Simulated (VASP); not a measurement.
# NaF (Fm-3m) in VASP: further runs

Runs on NaF. Level: r2SCAN. Tasks: single point, relaxation of cell and atoms.

Program: VASP 6.6.1. These are calculated values, not measurements. Logs are shortened: lines on timing, memory, paths and dates and some standing lists are left out, and cuts for length are marked.

## Step 1: The cell of the first run

It takes space group Fm-3m (No. 225, cubic). Conventional cell: a = 4.594 Å, b = 4.594 Å, c = 4.594 Å, α = 90.00°, β = 90.00°, γ = 90.00°. Na (site symmetry m-3m) has 6 F at 2.30 Å within 3.0 Å. F (site symmetry m-3m) has 6 Na at 2.30 Å within 3.0 Å.

## Step 2: Single point, r2SCAN

POSCAR

```
NaF
1.0
    0.0000000000     -2.2970686339     -2.2970686339
    2.2970686339      0.0000000000     -2.2970686339
    2.2970686339     -2.2970686339      0.0000000000
Na F
1 1
Direct
    0.5000000000      0.5000000000      0.5000000000
    0.0000000000      0.0000000000      0.0000000000
```

INCAR.step1

```
ALGO = Normal
EDIFF = 1E-4
ENCUT = 520
GGA = PE
ISMEAR = 0
LASPH = True
LCHARG = False
LREAL = False
LWAVE = True
NBANDS = 14
NELM = 60
PREC = Accurate
SIGMA = 0.02
```

INCAR.step2

```
ALGO = Normal
EDIFF = 1E-6
ENCUT = 520
ISIF = 2
ISMEAR = 0
ISTART = 1
LASPH = True
LCHARG = False
LMIXTAU = True
LREAL = False
LWAVE = False
METAGGA = R2SCAN
NBANDS = 14
NELM = 60
PREC = Accurate
SIGMA = 0.02
```

KPOINTS

```
k-points
0
Gamma
  8 8 8
```

Potentials or basis: VASP PAW PBE potentials, release 64 (Na_pv, F).

The run is started by

```console
$ cat potpaw_PBE.64/Na_pv/POTCAR potpaw_PBE.64/F/POTCAR > POTCAR
$ cp INCAR.step1 INCAR
$ mpirun -np 1 vasp_std > vasp.out
$ cp INCAR.step2 INCAR
$ mpirun -np 1 vasp_std > vasp.out
```

OUTCAR:

```text
EDIFF = 1E-6
   ENCUT = 520
   ISIF = 2
   ISMEAR = 0
   ISTART = 1
   LASPH = True
   LREAL = False
   METAGGA = R2SCAN
   NELM = 60
   PREC = Accurate

 ion  position               nearest neighbor table
   1  0.500  0.500  0.500-   2 2.30   2 2.30   2 2.30   2 2.30   2 2.30   2 2.30
   2  0.000  0.000  0.000-   1 2.30   1 2.30   1 2.30   1 2.30   1 2.30   1 2.30

  LATTYP: Found a face centered cubic cell.
 ALAT       =     4.5941372678

  Lattice vectors:

 A1 = (   0.0000000000,  -2.2970686339,  -2.2970686339)
 A2 = (   2.2970686339,   0.0000000000,  -2.2970686339)
 A3 = (   2.2970686339,  -2.2970686339,   0.0000000000)

Analysis of symmetry for initial positions (statically):
=====================================================================
 Subroutine PRICEL returns:
 Original cell was already a primitive cell.

 Routine SETGRP: Setting up the symmetry group for a
 face centered cubic supercell.

 Subroutine GETGRP returns: Found 48 space group operations
 (whereof 48 operations were pure point group operations)
 out of a pool of 48 trial point group operations.

The static configuration has the point symmetry O_h .

Analysis of symmetry for dynamics (positions and initial velocities):
=====================================================================
 Subroutine PRICEL returns:
 Original cell was already a primitive cell.

 Routine SETGRP: Setting up the symmetry group for a
 face centered cubic supercell.

 Subroutine GETGRP returns: Found 48 space group operations
 (whereof 48 operations were pure point group operations)
 out of a pool of 48 trial point group operations.

The dynamic configuration has the point symmetry O_h .

 Subroutine INISYM returns: Found 48 space group operations
 (whereof 48 operations are pure point group operations),
 and found     1 'primitive' translations

----------------------------------------------------------------------------------------

                                     Primitive cell

  volume of cell :      24.2411

  direct lattice vectors                    reciprocal lattice vectors
     0.000000000 -2.297068634 -2.297068634    -0.217668725 -0.217668725 -0.217668725
     2.297068634  0.000000000 -2.297068634     0.217668725  0.217668725 -0.217668725
     2.297068634 -2.297068634  0.000000000     0.217668725 -0.217668725  0.217668725

  length of vectors
     3.248545616  3.248545616  3.248545616     0.377013290  0.377013290  0.377013290

  position of ions in fractional coordinates (direct lattice)
     0.500000000  0.500000000  0.500000000
     0.000000000  0.000000000  0.000000000

  ion indices of the primitive-cell ions
   primitive index   ion index
                 1           1
                 2           2

----------------------------------------------------------------------------------------

 KPOINTS: k-points

Automatic generation of k-mesh.
 Grid dimensions read from file:
 generate k-points for:    8    8    8

 Generating k-lattice:

  Cartesian coordinates                     Fractional coordinates (reciprocal lattice)
    -0.027208591 -0.027208591 -0.027208591     0.125000000  0.000000000  0.000000000
     0.027208591  0.027208591 -0.027208591     0.000000000  0.125000000  0.000000000
     0.027208591 -0.027208591  0.027208591     0.000000000  0.000000000  0.125000000

  Length of vectors
     0.047126661  0.047126661  0.047126661

  Shift w.r.t. Gamma in fractional coordinates (k-lattice)
     0.000000000  0.000000000  0.000000000

 Subroutine IBZKPT returns following result:
 ===========================================

 Found     29 irreducible k-points:

 Following reciprocal coordinates:
            Coordinates               Weight
  0.000000  0.000000  0.000000      1.000000
  0.125000  0.000000  0.000000      8.000000
  0.250000  0.000000  0.000000      8.000000
  0.375000  0.000000  0.000000      8.000000
  0.500000  0.000000  0.000000      4.000000
  0.125000  0.125000  0.000000      6.000000
[... 16 lines left out ...]
  0.500000  0.250000  0.125000     48.000000
 -0.375000  0.250000  0.125000     24.000000
 [... further k-points ...]
   k-points           NKPTS =     29   k-points in BZ     NKDIM =     29   number of bands    NBANDS=     14
   number of dos      NEDOS =    301   number of ions     NIONS =      2
   total plane-waves  NPLWV =  13824
   dimension x,y,z NGX =    24 NGY =   24 NGZ =   24
   dimension x,y,z NGXF=    48 NGYF=   48 NGZF=   48
   ions per type =               1   1
   NGX,Y,Z   is equivalent  to a cutoff of  12.28, 12.28, 12.28 a.u.
   NGXF,Y,Z  is equivalent  to a cutoff of  24.56, 24.56, 24.56 a.u.
 SYSTEM =  unknown system
   PREC   = accura    normal or accurate (medium, high low for compatibility)
   ISTART =      1    job   : 0-new  1-cont  2-samecut
   ICHARG =      0    charge: 1-file 2-atom 10-const
   ISPIN  =      1    spin polarized calculation?
   LNONCOLLINEAR =      F non collinear calculations
   LSORBIT =      F    spin-orbit coupling
   LASPH  =      T    aspherical Exc in radial PAW
   ENCUT  =  520.0 eV  38.22 Ry    6.18 a.u.   6.04  6.04  6.04*2*pi/ulx,y,z
   NELM   =     60;   NELMIN=  2; NELMDL=  0     # of ELM steps
   EDIFF  = 0.1E-05   stopping-criterion for ELM
   LREAL  =      F    real-space projection
   EDIFFG = 0.1E-04   stopping-criterion for IOM
   NSW    =      0    number of steps for IOM
   IBRION =     -1    ionic relax: 0-MD 1-quasi-New 2-CG
   NFREE  =      0    steps in history (QN), initial steepest desc. (CG)
   ISIF   =      2    stress and relaxation
   ISYM   =      2    0-nonsym 1-usesym 2-fastsym
   POTIM  = 0.5000    time-step for ionic-motion
   TEBEG  =    0.0;   TEEND  =   0.0 temperature during run
   PSTRESS=    0.0 pullay stress
   NELECT =      14.0000    total number of electrons
   NUPDOWN=      -1.0000    fix difference up-down
   EMIN   =  10.00;   EMAX   =-10.00  energy-range for DOS
   EFERMI =   0.00;   METHOD = LEGACY
   ISMEAR =     0;   SIGMA  =   0.02  broadening in eV -4-tet -1-fermi 0-gaus
   EFERMI_NEDOS =   21; number of points for ismear=-14 and -15
   IALGO  =     38    algorithm
   IMIX   =      4    mixing-type and parameters
     AMIX     =   0.40;   BMIX     =  1.00
     AMIX_MAG =   1.60;   BMIX_MAG =  1.00
  volume/ion in A,a.u.               =      12.12        81.79
  Fermi-wavevector in a.u.,A,eV,Ry     =   1.363328  2.576315 25.288631  1.858662
  Thomas-Fermi vector in A             =   2.489740
   LORBIT       =      0    0 simple, 1 ext, 2 COOP (PROOUT), +10 PAW based schemes
   METAGGA = R2SCAN    functional components
   LHFCALC =     F    Hartree Fock is set to
   AEXX    =    0.0000 exact exchange contribution
   IVDW    =     0    specifies the selected vdW correction
   LEPSILON=     F    determine dielectric tensor
   LRPA    =     F    only Hartree local field effects (RPA)
 non-spin polarized calculation
 Gauss-broadening in eV      SIGMA  =   0.02
  energy-cutoff  :      520.00
  volume of cell :       24.24
 maximum number of plane-waves:       666
   NGX = 13   NGY = 13   NGZ = 13

 number of electron      13.9999992 magnetization

 Free energy of the ion-electron system (eV)
  ---------------------------------------------------
  ext. energy  EPLUGINS =         0.00000000
  ---------------------------------------------------
  free energy    TOTEN  =       -12.60303153 eV

  energy without entropy =      -12.60303153  energy(sigma->0) =      -12.60303153

 E-fermi :  -2.5047     XC(G=0):  -9.9104

 val. band max:       -2.6132415841   @ k =   0.0000   0.0000   0.0000
 cond. band min:       4.7096461520   @ k =   0.0000   0.0000   0.0000
 fundamental gap:      7.3228877361
 Fermi energy:        -2.5047381384

 k-point     1 :       0.0000    0.0000    0.0000
  band No.  band energies     occupation
      1     -22.9529      2.00000
      2     -22.0362      2.00000
      3     -22.0357      2.00000
      4     -22.0357      2.00000
      5      -2.6133      2.00000
      6      -2.6132      2.00000
      7      -2.6132      2.00000
      8       4.7096      0.00000
      9      17.3609      0.00000
     10      17.3610      0.00000
     11      17.3610      0.00000
     12      20.0727      0.00000
     13      22.7121      0.00000
     14      22.7121      0.00000

 k-point     2 :       0.1250    0.0000    0.0000
  band No.  band energies     occupation
      1     -23.0315      2.00000
      2     -22.0378      2.00000
      3     -22.0375      2.00000
      4     -21.9366      2.00000
      5      -2.9039      2.00000
      6      -2.6550      2.00000
      7      -2.6549      2.00000
      8       5.2605      0.00000
      9      15.5724      0.00000
     10      17.6417      0.00000
     11      17.6417      0.00000
     12      22.2192      0.00000
     13      22.2718      0.00000
     14      22.2719      0.00000

 k-point     3 :       0.2500    0.0000    0.0000
  band No.  band energies     occupation
      1     -23.1783      2.00000
      2     -22.0420      2.00000
      3     -22.0416      2.00000
      4     -21.7395      2.00000
      5      -3.5088      2.00000
      6      -2.7542      2.00000
      7      -2.7541      2.00000
      8       6.6040      0.00000
      9      13.5166      0.00000
     10      18.3236      0.00000
     11      18.3239      0.00000
     12      21.6497      0.00000
     13      21.6498      0.00000
     14      23.4478      0.00000
[... 324 lines left out ...]
 k-point    23 :       0.5000    0.2500    0.1250
  band No.  band energies     occupation
      1     -23.1651      2.00000
      2     -22.0887      2.00000
      3     -22.0600      2.00000
      4     -21.6742      2.00000
      5      -3.8649      2.00000
      6      -3.1301      2.00000
      7      -2.9319      2.00000
      8       9.1462      0.00000
      9      11.9526      0.00000
     10      16.3852      0.00000
     11      18.1639      0.00000
     12      20.2699      0.00000
     13      22.4350      0.00000
     14      26.7984      0.00000

 k-point    24 :      -0.3750    0.2500    0.1250
  band No.  band energies     occupation
      1     -23.1724      2.00000
      2     -22.0917      2.00000
      3     -22.0679      2.00000
      4     -21.6509      2.00000
      5      -3.9394      2.00000
      6      -3.2119      2.00000
      7      -2.9715      2.00000
      8      10.1996      0.00000
      9      11.2356      0.00000
     10      16.0629      0.00000
     11      17.8452      0.00000
     12      20.9382      0.00000
     13      21.9841      0.00000
     14      27.0251      0.00000

 [... further k-points ...]

------------------------ aborting loop because EDIFF is reached ----------------------------------------

  FORCE on cell =-STRESS in cart. coord.  units (eV):
  Direction    XX          YY          ZZ          XY          YZ          ZX
  --------------------------------------------------------------------------------------
  -------------------------------------------------------------------------------------
  Total       -0.1263633     -0.1263633     -0.1263633      0.0000000     -0.0000000     -0.0000000
  in kB       -8.3517936     -8.3517936     -8.3517936      0.0000000     -0.0000000     -0.0000000
  external PRESSURE =      -8.3517936 kB  Pullay stress =       0.0000000 kB

 VOLUME and BASIS-vectors are now :
 -----------------------------------------------------------------------------
  energy-cutoff  :      520.00
  volume of cell :       24.24
      direct lattice vectors                 reciprocal lattice vectors
     0.000000000 -2.297068634 -2.297068634    -0.217668725 -0.217668725 -0.217668725
     2.297068634  0.000000000 -2.297068634     0.217668725  0.217668725 -0.217668725
     2.297068634 -2.297068634  0.000000000     0.217668725 -0.217668725  0.217668725

 POSITION                                       TOTAL-FORCE (eV/Angst)
 -----------------------------------------------------------------------------------
      2.29707     -2.29707     -2.29707        -0.000000      0.000000      0.000000
      0.00000      0.00000      0.00000         0.000000     -0.000000     -0.000000
 -----------------------------------------------------------------------------------
    total drift:                                0.000000      0.000000     -0.000000

  FREE ENERGIE OF THE ION-ELECTRON SYSTEM (eV)
  ---------------------------------------------------
  free  energy   TOTEN  =       -12.6030315285 eV

  energy  without entropy=      -12.6030315285  energy(sigma->0) =      -12.60303153
```

Wall time 16 s (1 thread of Intel Xeon Platinum 8488C (Sapphire Rapids), shared host); peak memory 0.14 GiB.

What came out:

| Quantity | Value |
| --- | --- |
| Free energy | -12.6030 eV |
| Pressure | -0.8 GPa |
| Band gap on the k mesh | 7.32 eV, direct |

Caveat: the PAW data sets were made with another functional, which shifts forces and pressure a little.

## Step 3: Relaxation of cell and atoms, r2SCAN

This run uses another cell than the first one, of 12.54 Å³/atom, 1.035 times its volume.

POSCAR

```
NaF
1.0
    0.0000000000     -2.3233000000     -2.3233000000
    2.3233000000      0.0000000000     -2.3233000000
    2.3233000000     -2.3233000000      0.0000000000
Na F
1 1
Direct
    0.5000000000      0.5000000000      0.5000000000
    0.0000000000      0.0000000000      0.0000000000
```

INCAR.step1

```
  PREC = Accurate
  ENCUT = 600
  ISMEAR = 0
  SIGMA = 0.02
  LREAL = F
  LASPH = T
  NELM = 80
  GGA = PE
  ALGO = Normal
  EDIFF = 1E-4
  LWAVE = T
  LCHARG = F
```

INCAR.step2

```
  PREC = Accurate
  ENCUT = 600
  EDIFF = 1E-6
  ISMEAR = 0
  SIGMA = 0.02
  LREAL = F
  LASPH = T
  NELM = 80
  ALGO = Normal
  ISIF = 3
  LWAVE = F
  LCHARG = F
  METAGGA = R2SCAN
  LMIXTAU = T
  IBRION = 2
  NSW = 100
  EDIFFG = -0.005
  ISTART = 1
```

KPOINTS

```
Automatic mesh
0
Gamma
  8 8 8
```

Potentials or basis: VASP PAW PBE potentials, release 64 (Na_pv, F).

The run is started by

```console
$ cat potpaw_PBE.64/Na_pv/POTCAR potpaw_PBE.64/F/POTCAR > POTCAR
$ cp INCAR.step1 INCAR
$ mpirun -np 1 vasp_std > vasp.out
$ cp INCAR.step2 INCAR
$ mpirun -np 1 vasp_std > vasp.out
```

OUTCAR:

```text
PREC = Accurate
   ENCUT = 600
   EDIFF = 1E-6
   ISMEAR = 0
   LREAL = F
   LASPH = T
   NELM = 80
   ISIF = 3
   METAGGA = R2SCAN
   IBRION = 2
   NSW = 100
   EDIFFG = -0.005
   ISTART = 1

 ion  position               nearest neighbor table
   1  0.500  0.500  0.500-   2 2.32   2 2.32   2 2.32   2 2.32   2 2.32   2 2.32
   2  0.000  0.000  0.000-   1 2.32   1 2.32   1 2.32   1 2.32   1 2.32   1 2.32

  LATTYP: Found a face centered cubic cell.
 ALAT       =     4.6466000000

  Lattice vectors:

 A1 = (   0.0000000000,  -2.3233000000,  -2.3233000000)
 A2 = (   2.3233000000,   0.0000000000,  -2.3233000000)
 A3 = (   2.3233000000,  -2.3233000000,   0.0000000000)
[... 176 lines left out ...]

  energy without entropy =      -12.59920229  energy(sigma->0) =      -12.59920229

------------------------ aborting loop because EDIFF is reached ----------------------------------------

  FORCE on cell =-STRESS in cart. coord.  units (eV):
  Direction    XX          YY          ZZ          XY          YZ          ZX
  --------------------------------------------------------------------------------------
  -------------------------------------------------------------------------------------
  Total       -0.3823573     -0.3823573     -0.3823573     -0.0000000      0.0000000     -0.0000000
  in kB      -24.4249760    -24.4249760    -24.4249760     -0.0000000      0.0000000     -0.0000000
  external PRESSURE =     -24.4249760 kB  Pullay stress =       0.0000000 kB
[... 821 lines left out ...]
--------------------------------------- Ionic step        5  -------------------------------------------

 number of electron      14.0000000 magnetization

 Free energy of the ion-electron system (eV)
  ---------------------------------------------------
  ext. energy  EPLUGINS =         0.00000000
  ---------------------------------------------------
  free energy    TOTEN  =       -12.60959301 eV

  energy without entropy =      -12.60959301  energy(sigma->0) =      -12.60959301

 E-fermi :  -2.3426     XC(G=0):  -9.9903

 val. band max:       -2.5561868394   @ k =   0.0000   0.0000   0.0000
 cond. band min:       4.8496756290   @ k =   0.0000   0.0000   0.0000
 fundamental gap:      7.4058624684
 Fermi energy:        -2.3426279863
[... 365 lines left out ...]
  FREE ENERGIE OF THE ION-ELECTRON SYSTEM (eV)
  ---------------------------------------------------
  free  energy   TOTEN  =       -12.6095930073 eV

  energy  without entropy=      -12.6095930073  energy(sigma->0) =      -12.60959301

 reached required accuracy - stopping structural energy minimisation
```

OUTCAR.step1:

```text
PREC = Accurate
   ENCUT = 600
   ISMEAR = 0
   LREAL = F
   LASPH = T
[... 557 lines left out ...]
 -----------------------------------------------------------------------------------
      2.32330     -2.32330     -2.32330        -0.000000     -0.000000     -0.000000
      0.00000      0.00000      0.00000         0.000000      0.000000      0.000000
 -----------------------------------------------------------------------------------
    total drift:                                0.000000     -0.000000     -0.000000

  FREE ENERGIE OF THE ION-ELECTRON SYSTEM (eV)
  ---------------------------------------------------
  free  energy   TOTEN  =        -8.5660179685 eV

  energy  without entropy=       -8.5660179685  energy(sigma->0) =       -8.56601797
```

Wall time 2 min (1 thread of Intel Xeon Platinum 8488C (Sapphire Rapids), shared host); peak memory 0.16 GiB.

What came out:

| Quantity | Value |
| --- | --- |
| Free energy | -12.6096 eV |
| Relaxed volume | 11.95 Å³/atom |
| Relaxed cell | a = 3.233 Å, b = 3.233 Å, c = 3.233 Å, α = 60.00°, β = 60.00°, γ = 60.00° |
| Space group after relaxing (to 0.05 Å) | Fm-3m (No. 225) |
| Energy gained by relaxing | 5.2 meV/atom |
| Ionic steps | 5 |
| Pressure after relaxing | 0.0 GPa |
| Band gap on the k mesh | 7.41 eV, direct |

The path:
| step | energy change (eV) | largest force (eV/Å) | pressure (GPa) | volume (Å³) |
| --- | --- | --- | --- | --- |
| 1 | 0.0000 | 0.0000 | -2.44 | 25.08 |
| 2 | -0.0082 | 0.0000 | -1.12 | 24.39 |
| 3 | -0.0099 | 0.0000 | -0.48 | 24.10 |
| 4 | -0.0096 | 0.0000 | 0.92 | 23.52 |
| 5 | -0.0104 | 0.0000 | 0.00 | 23.90 |

Final structure:
```cif
data_structure
_symmetry_space_group_name_H-M 'P 1'
_symmetry_Int_Tables_number 1
_cell_length_a 3.2331
_cell_length_b 3.2331
_cell_length_c 3.2331
_cell_angle_alpha 60.000
_cell_angle_beta 60.000
_cell_angle_gamma 60.000
_cell_volume 23.90
loop_
_atom_site_label
_atom_site_type_symbol
_atom_site_fract_x
_atom_site_fract_y
_atom_site_fract_z
_atom_site_occupancy
Na1 Na 0.50000 0.50000 0.50000 1
F1 F 0.00000 0.00000 0.00000 1
```

Levels at points of the mesh, in eV from the valence-band top:
```csv
k point,band 3,band 4,band 5,band 6,band 7,band 8,band 9,band 10,band 11
"(0.00, 0.00, 0.00)",-19.37,-19.37,0.00,0.00,0.00,7.41,20.08,20.08,20.08
"(0.50, 0.00, 0.00)",-19.39,-18.85,-1.64,-0.29,-0.29,11.89,13.77,21.87,21.87
"(0.50, 0.50, 0.00)",-19.43,-19.43,-1.32,-0.42,-0.42,14.06,14.42,15.26,21.66
```

Caveat: the PAW data sets were made with another functional, which shifts forces and pressure a little. r2SCAN opens gaps a little over a GGA but as a rule still falls short of measured ones.
